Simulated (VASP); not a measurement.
Crystal: SrTiO3.

```
Sr Ti O
1.0
     3.90685    0.00000    0.00000
     0.00000    3.90685    0.00000
     0.00000    0.00000    3.90685
Sr Ti O
1 1 3
Direct
  0.00000 0.00000 0.00000
  0.50000 0.50000 0.50000
  0.50000 0.50000 0.00000
  0.50000 0.00000 0.50000
  0.00000 0.50000 0.50000
```

Base run:

| Property | Result |
| --- | --- |
| Program | VASP 6.6.1 |
| Functional | r2SCAN |
| Potentials or basis | VASP PAW PBE potentials, release 64 (Sr_sv, Ti_sv, O) |
| Cutoff | 520 eV |
| k mesh | 6 × 6 × 6 |
| Occupations | gaussian, width 0.01 eV |
| Spin | no spin polarisation |

Its results: band gap on the k mesh 2.27 eV (least direct gap 2.66 eV); pressure 0.9 GPa.

Question: The run is repeated on the same cell with these changes: functional from r2SCAN to PBE. What comes out?

Answer: Band gap on the k mesh 1.85 eV (least direct gap 2.21 eV); pressure 4.7 GPa.

Caveats: the PAW data sets were made with another functional, which shifts forces and pressure a little (at least some runs); the cell stands under pressure (at least some runs).

A k mesh can miss the band edges.
